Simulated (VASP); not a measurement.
# MnF2 (P-3m1) in VASP: single point with PBE+U

Aim: the single point of MnF2 with PBE+U.

Program: VASP 6.6.1. These are calculated values, not measurements. Logs are shortened: lines on timing, memory, paths and dates and some standing lists are left out, and cuts for length are marked.

## 1. The cell of the first run

Symmetry: P-3m1, No. 164, trigonal system. Conventional cell: a = 3.079 Å, b = 3.079 Å, c = 4.967 Å, α = 90.00°, β = 90.00°, γ = 120.00°. Within 2.9 Å of Mn (site symmetry -3m) lie 6 F at 2.17 Å. F (site symmetry 3m) has 3 Mn at 2.17 Å within 2.9 Å.

## 2. Single point, PBE+U, non-collinear spin, typed start

Contents of INCAR:

```
ALGO = Normal ; EDIFF = 1E-6
ENCUT = 520 ; GGA = PE
ISIF = 2 ; ISMEAR = 0
LASPH = True ; LCHARG = True
LDAU = True ; LDAUJ = 0 0
LDAUL = 2 -1 ; LDAUPRINT = 1
LDAUTYPE = 2 ; LDAUU = 6 0
LMAXMIX = 4 ; LNONCOLLINEAR = True
LORBIT = 11 ; LREAL = False
LVHAR = True ; LWAVE = False
MAGMOM = 1.48 -2.289 -3.049 0 0 0 0 0 0 ; NBANDS = 40
NELM = 150 ; PREC = Accurate
SIGMA = 0.05
```

Contents of KPOINTS:

```
k-points
0
Gamma
  7 7 4
```

Contents of POSCAR:

```
MnF2
1.0
    3.0792500000      0.0000000000      0.0000000000
   -1.5396250000      2.6667087300      0.0000000000
    0.0000000000      0.0000000000      4.9674693400
Mn F
1 2
Direct
    0.0000000000      0.0000000000      0.0000000000
    0.3333333333      0.6666666667      0.2520000000
    0.6666666667      0.3333333333      0.7480000000
```

Potentials or basis: VASP PAW PBE potentials, release 64 (Mn_pv, F).

Run with:

```console
$ cat potpaw_PBE.64/Mn_pv/POTCAR potpaw_PBE.64/F/POTCAR > POTCAR
$ mpirun -np 1 vasp_ncl > vasp.out
```

OUTCAR:

```text
EDIFF = 1E-6
   ENCUT = 520
   GGA = PE
   ISIF = 2
   ISMEAR = 0
   LASPH = True
   LNONCOLLINEAR = True
   LORBIT = 11
   LREAL = False
   NELM = 150
   PREC = Accurate

 ion  position               nearest neighbor table
   1  0.000  0.000  0.000-   2 2.17   3 2.17   3 2.17   2 2.17   3 2.17   2 2.17
   2  0.333  0.667  0.252-   1 2.17   1 2.17   1 2.17
   3  0.667  0.333  0.748-   1 2.17   1 2.17   1 2.17

  LATTYP: Found a hexagonal cell.
 ALAT       =     3.0792500000
 C/A-ratio  =     1.6132075473

  Lattice vectors:

 A1 = (   3.0792500000,   0.0000000000,   0.0000000000)
 A2 = (  -1.5396250000,   2.6667087300,   0.0000000000)
 A3 = (   0.0000000000,   0.0000000000,   4.9674693400)

Analysis of symmetry for initial positions (statically):
=====================================================================
 Subroutine PRICEL returns:
 Original cell was already a primitive cell.

 Routine SETGRP: Setting up the symmetry group for a
 hexagonal supercell.

 Subroutine GETGRP returns: Found 12 space group operations
 (whereof 12 operations were pure point group operations)
 out of a pool of 24 trial point group operations.

The static configuration has the point symmetry D_3d.

Analysis of symmetry for dynamics (positions and initial velocities):
=====================================================================
 Subroutine PRICEL returns:
 Original cell was already a primitive cell.

 Routine SETGRP: Setting up the symmetry group for a
 hexagonal supercell.

 Subroutine GETGRP returns: Found 12 space group operations
 (whereof 12 operations were pure point group operations)
 out of a pool of 24 trial point group operations.

The dynamic configuration has the point symmetry D_3d.

Analysis of structural, dynamic, and magnetic symmetry:
=====================================================================
 Subroutine PRICEL returns:
 Original cell was already a primitive cell.

 Routine SETGRP: Setting up the symmetry group for a
 hexagonal supercell.

 Subroutine GETGRP returns: Found  2 space group operations
 (whereof  2 operations were pure point group operations)
 out of a pool of 24 trial point group operations.

The overall configuration has the point symmetry S_2 .

 Subroutine INISYM returns: Found  2 space group operations
 (whereof  2 operations are pure point group operations),
 and found     1 'primitive' translations

----------------------------------------------------------------------------------------

                                     Primitive cell

  volume of cell :      40.7902

  direct lattice vectors                    reciprocal lattice vectors
     3.079250000  0.000000000  0.000000000     0.324754404  0.187497042  0.000000000
    -1.539625000  2.666708730  0.000000000     0.000000000  0.374994085  0.000000000
     0.000000000  0.000000000  4.967469340     0.000000000  0.000000000  0.201309748

  length of vectors
     3.079250000  3.079250005  4.967469340     0.374994086  0.374994085  0.201309748

  position of ions in fractional coordinates (direct lattice)
     0.000000000  0.000000000  0.000000000
     0.333333333  0.666666667  0.252000000
     0.666666667  0.333333333  0.748000000

  ion indices of the primitive-cell ions
   primitive index   ion index
                 1           1
                 2           2
                 3           3

----------------------------------------------------------------------------------------

 KPOINTS: k-points

Automatic generation of k-mesh.
 Grid dimensions read from file:
 generate k-points for:    7    7    4

 Generating k-lattice:

  Cartesian coordinates                     Fractional coordinates (reciprocal lattice)
     0.046393486  0.026785292  0.000000000     0.142857143  0.000000000  0.000000000
     0.000000000  0.053570584  0.000000000     0.000000000  0.142857143  0.000000000
[... 52 lines left out ...]
   ISPIN  =      1    spin polarized calculation?
   LNONCOLLINEAR =      T non collinear calculations
   LSORBIT =      F    spin-orbit coupling
   LASPH  =      T    aspherical Exc in radial PAW
   ENCUT  =  520.0 eV  38.22 Ry    6.18 a.u.   5.73  5.73  9.24*2*pi/ulx,y,z
   NELM   =    150;   NELMIN=  2; NELMDL= -5     # of ELM steps
   EDIFF  = 0.1E-05   stopping-criterion for ELM
   LREAL  =      F    real-space projection
   EDIFFG = 0.1E-04   stopping-criterion for IOM
   NSW    =      0    number of steps for IOM
   IBRION =     -1    ionic relax: 0-MD 1-quasi-New 2-CG
   NFREE  =      0    steps in history (QN), initial steepest desc. (CG)
   ISIF   =      2    stress and relaxation
   ISYM   =      2    0-nonsym 1-usesym 2-fastsym
   POTIM  = 0.5000    time-step for ionic-motion
   TEBEG  =    0.0;   TEEND  =   0.0 temperature during run
   PSTRESS=    0.0 pullay stress
   NELECT =      27.0000    total number of electrons
   NUPDOWN=      -1.0000    fix difference up-down
   EMIN   =  10.00;   EMAX   =-10.00  energy-range for DOS
   EFERMI =   0.00;   METHOD = LEGACY
   ISMEAR =     0;   SIGMA  =   0.05  broadening in eV -4-tet -1-fermi 0-gaus
   EFERMI_NEDOS =   21; number of points for ismear=-14 and -15
   IALGO  =     38    algorithm
   IMIX   =      4    mixing-type and parameters
     AMIX     =   0.40;   BMIX     =  1.00
     AMIX_MAG =   1.60;   BMIX_MAG =  1.00
  volume/ion in A,a.u.               =      13.60        91.76
  Fermi-wavevector in a.u.,A,eV,Ry     =   1.426738  2.696144 27.695759  2.035581
  Thomas-Fermi vector in A             =   2.546983
   LORBIT       =     11    0 simple, 1 ext, 2 COOP (PROOUT), +10 PAW based schemes
 LDA+U is selected, type is set to LDAUTYPE =  2
   angular momentum for each species LDAUL =     2   -1
   U (eV)           for each species LDAUU =   6.0  0.0
   J (eV)           for each species LDAUJ =   0.0  0.0
   GGA     = PE    functional components
   LHFCALC =     F    Hartree Fock is set to
   AEXX    =    0.0000 exact exchange contribution
   IVDW    =     0    specifies the selected vdW correction
   LEPSILON=     F    determine dielectric tensor
   LRPA    =     F    only Hartree local field effects (RPA)
 Gauss-broadening in eV      SIGMA  =   0.05
  energy-cutoff  :      520.00
  volume of cell :       40.79
 maximum number of plane-waves:      2220
   NGX = 11   NGY = 11   NGZ = 19

atom =   1  type =  1  l = 2

 onsite density matrix

spin component  1

  0.1472 -0.0000  0.0000 -0.0195 -0.0000      0.0000 -0.0000  0.0000  0.0000 -0.0000
 -0.0000  0.1568  0.0000 -0.0000 -0.0195      0.0000 -0.0000 -0.0000 -0.0000  0.0000
  0.0000  0.0000  0.1313 -0.0000 -0.0000     -0.0000  0.0000  0.0000  0.0000  0.0000
 -0.0195 -0.0000 -0.0000  0.1568 -0.0000     -0.0000  0.0000 -0.0000 -0.0000  0.0000
 -0.0000 -0.0195 -0.0000 -0.0000  0.1472      0.0000 -0.0000 -0.0000 -0.0000 -0.0000
[... 19 lines left out ...]
  0.8417 -0.0000 -0.0000 -0.0168  0.0000      0.0000  0.0000 -0.0000  0.0000  0.0000
 -0.0000  0.8549 -0.0000  0.0000 -0.0168     -0.0000  0.0000  0.0000  0.0000  0.0000
 -0.0000 -0.0000  0.8325  0.0000  0.0000      0.0000 -0.0000 -0.0000 -0.0000 -0.0000
 -0.0168  0.0000  0.0000  0.8549 -0.0000     -0.0000 -0.0000  0.0000  0.0000 -0.0000
  0.0000 -0.0168  0.0000 -0.0000  0.8417     -0.0000 -0.0000  0.0000  0.0000  0.0000

 occupancies and eigenvectors

  o =  0.0117  v = -0.0000 -0.0000 -0.9228 -0.0000 -0.0000  0.0000 -0.0000  0.1446  0.0000 -0.0000      0.0000  0.0000  0.1458  0.0000  0.0000 -0.0000 -0.0000 -0.3261 -0.0000 -0.0000
  o =  0.0127  v = -0.4553  0.2717  0.0000 -0.3646  0.3392  0.0944 -0.1738  0.0000  0.0756 -0.2170      0.0000  0.3665 -0.0000  0.0000  0.4576 -0.1460  0.0111  0.0000 -0.1169  0.0139
  o =  0.0127  v =  0.5696  0.2171 -0.0000  0.4562  0.2711 -0.1181 -0.1389  0.0000 -0.0946 -0.1735      0.0000  0.2929 -0.0000 -0.0000  0.3657  0.1826  0.0089 -0.0000  0.1463  0.0111
  o =  0.0537  v =  0.5273  0.0743 -0.0000 -0.6585 -0.0595 -0.1093 -0.1130 -0.0000  0.1365  0.0905      0.0000  0.3044  0.0000  0.0000 -0.2438  0.1691 -0.0393 -0.0000 -0.2111  0.0315
  o =  0.0537  v =  0.2509 -0.1560 -0.0000 -0.3133  0.1250 -0.0520  0.2374  0.0000  0.0650 -0.1902      0.0000 -0.6397 -0.0000  0.0000  0.5123  0.0805  0.0826  0.0000 -0.1005 -0.0661
  o =  0.9494  v =  0.2732 -0.0610 -0.0000  0.1807 -0.0922  0.3886 -0.1932 -0.0000  0.2570 -0.2921      0.0000 -0.0484  0.0000  0.0000 -0.0732 -0.6009  0.0653  0.0000 -0.3974  0.0988
  o =  0.9494  v =  0.1177  0.1416  0.0000  0.0779  0.2140  0.1674  0.4484  0.0000  0.1107  0.6779      0.0000  0.1123  0.0000  0.0000  0.1698 -0.2589 -0.1516 -0.0000 -0.1712 -0.2292
  o =  0.9522  v = -0.0000  0.0000 -0.3525 -0.0000  0.0000 -0.0000  0.0000 -0.3818 -0.0000  0.0000      0.0000  0.0000  0.0544  0.0000  0.0000  0.0000 -0.0000  0.8526  0.0000 -0.0000
  o =  0.9848  v =  0.1340  0.2162  0.0000 -0.2027 -0.1430  0.1907  0.2501  0.0000 -0.2883 -0.1654      0.0000 -0.0261 -0.0000  0.0000  0.0173 -0.2948 -0.5126 -0.0000  0.4458  0.3390
  o =  0.9848  v =  0.1440 -0.2012  0.0000 -0.2178  0.1331  0.2049 -0.2328  0.0000 -0.3097  0.1540      0.0000  0.0243  0.0000 -0.0000 -0.0161 -0.3168  0.4771 -0.0000  0.4790 -0.3155

 number of electron      27.0000012 magnetization       1.8094300     -2.7981375     -3.7277876

 Free energy of the ion-electron system (eV)
  ---------------------------------------------------
  ext. energy  EPLUGINS =         0.00000000
  ---------------------------------------------------
  free energy    TOTEN  =       -17.85431263 eV

  energy without entropy =      -17.85431263  energy(sigma->0) =      -17.85431263

 E-fermi :   0.3409     XC(G=0):  -9.5491

 val. band max:       -0.0588960031   @ k =  -0.4286   0.4286   0.0000
 cond. band min:       3.5904867752   @ k =   0.0000   0.0000   0.0000
 fundamental gap:      3.6493827783
 Fermi energy:         0.3409320343

 k-point     1 :       0.0000    0.0000    0.0000
  band No.  band energies     occupation
      1     -47.8538      1.00000
      2     -47.8538      1.00000
      3     -47.7837      1.00000
      4     -42.7968      1.00000
      5     -42.7968      1.00000
      6     -42.7129      1.00000
[... 997 lines left out ...]
     38      13.3956      0.00000
     39      14.4575      0.00000

 [... further k-points ...]

 [bands above 39 left out]

------------------------ aborting loop because EDIFF is reached ----------------------------------------

  FORCE on cell =-STRESS in cart. coord.  units (eV):
  Direction    XX          YY          ZZ          XY          YZ          ZX
  --------------------------------------------------------------------------------------
  -------------------------------------------------------------------------------------
  Total        2.0089935      2.0089322     -2.6389848     -0.0000616      0.0000012      0.0000098
  in kB       78.9102454     78.9078378   -103.6553536     -0.0024196      0.0000482      0.0003865
  external PRESSURE =      18.0542432 kB  Pullay stress =       0.0000000 kB

 VOLUME and BASIS-vectors are now :
 -----------------------------------------------------------------------------
  energy-cutoff  :      520.00
  volume of cell :       40.79
      direct lattice vectors                 reciprocal lattice vectors
     3.079250000  0.000000000  0.000000000     0.324754404  0.187497042  0.000000000
    -1.539625000  2.666708730  0.000000000     0.000000000  0.374994085  0.000000000
     0.000000000  0.000000000  4.967469340     0.000000000  0.000000000  0.201309748

 POSITION                                       TOTAL-FORCE (eV/Angst)
 -----------------------------------------------------------------------------------
      0.00000      0.00000      0.00000        -0.000000      0.000000      0.000000
     -0.00000      1.77781      1.25180         0.000003     -0.000003     -1.209708
      1.53963      0.88890      3.71567        -0.000003      0.000003      1.209708
 -----------------------------------------------------------------------------------
    total drift:                                0.000000     -0.000000      0.000000

  FREE ENERGIE OF THE ION-ELECTRON SYSTEM (eV)
  ---------------------------------------------------
  free  energy   TOTEN  =       -17.8543126276 eV

  energy  without entropy=      -17.8543126276  energy(sigma->0) =      -17.85431263

 total charge

# of ion       s       p       d       tot
------------------------------------------
    1        0.175   6.149   4.947  11.271
    2        1.739   4.336   0.000   6.075
    3        1.739   4.336   0.000   6.075
--------------------------------------------------
tot          3.653  14.821   4.947  23.421

 magnetization (x)

# of ion       s       p       d       tot
------------------------------------------
    1        0.008   0.007   1.688   1.703
    2        0.002   0.019   0.000   0.020
    3        0.002   0.019   0.000   0.020
--------------------------------------------------
tot          0.011   0.044   1.688   1.744

 magnetization (y)

# of ion       s       p       d       tot
------------------------------------------
    1       -0.012  -0.011  -2.611  -2.634
    2       -0.003  -0.029   0.000  -0.031
    3       -0.003  -0.029   0.000  -0.031
--------------------------------------------------
tot         -0.017  -0.068  -2.611  -2.697

 magnetization (z)

# of ion       s       p       d       tot
------------------------------------------
    1       -0.016  -0.014  -3.478  -3.509
    2       -0.003  -0.038   0.000  -0.042
    3       -0.003  -0.038   0.000  -0.042
--------------------------------------------------
tot         -0.023  -0.091  -3.478  -3.593
```

It took 14 min on 1 thread of AMD EPYC 7R13, shared host; peak memory 0.37 GiB.

What came out:

| Item | Value |
| --- | --- |
| Free energy | -17.8543 eV |
| Pressure | 1.8 GPa |
| Largest force | 1.210 eV/Å |
| Band gap on the k mesh | 3.65 eV (least direct gap 3.72 eV) |
| Net moment | 5.00 μB per cell |
| Valence electrons inside the program's atomic spheres | Mn 11.27; F 6.08 |

Forces in eV/Å, atoms in the order of the input:
```
Mn   0.000  0.000  0.000
F    0.000  0.000 -1.210
F    0.000  0.000  1.210
```

Moments on the atoms (μB; x, y, z):
```
Mn   1.70 -2.63 -3.51
F    0.02 -0.03 -0.04
F    0.02 -0.03 -0.04
```

Caveat: the stress differs along the axes, from -10 to 8 GPa; a cell with one magnetic atom can't hold antiferromagnetic order, which such compounds often take; forces of over 1 eV/Å act on the atoms, so gaps and moduli don't describe the material at rest.
